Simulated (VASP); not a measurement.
Runs of VASP 6.6.1 on LaB6. The structure is that of space group Pm-3m (No. 221), or close to it. The cells are those of the table. 

```tsv
task	cell	k mesh	cutoff (eV)	smearing	gap on the mesh (eV)	pressure (GPa)	relaxed volume (Å³/atom)	largest force (eV/Å)
relaxation of cell and atoms	relaxed from a = 4.152 Å, 7 atoms	8 × 8 × 8	600	fermi-dirac 0.15 eV	none	0.0	10.23	-
single point	a = 4.152 Å, 7 atoms	8 × 8 × 8	520	gaussian 0.1 eV	none	0.0	-	0.02
relaxation of cell and atoms	relaxed from a = 4.157 Å, 7 atoms	8 × 8 × 8	600	gaussian 0.1 eV	none	-0.1	10.23	-
single point	a = 4.157 Å, 7 atoms	4 × 4 × 4	520	gaussian 0.1 eV	none	-0.9	-	(a)
single point	a = 4.153 Å, 7 atoms	8 × 8 × 8	520	fermi-dirac 0.15 eV	none	0.0	-	0.02
```

Alike in all rows: level r2SCAN; potentials or basis VASP PAW PBE potentials, release 64 (La, B); no spin polarisation.

Problem. Estimate the missing entries.

Solution. (a) 0.58.

Caveats: some runs use coarse meshes; the PAW data sets were made with another functional, which shifts forces and pressure a little; spin-orbit coupling is left out, which moves the levels of the heavy elements.

A k mesh can miss the band edges, and the runs leave out spin-orbit coupling on La.

A gap of «none» marks levels without a gap at the run's occupations.
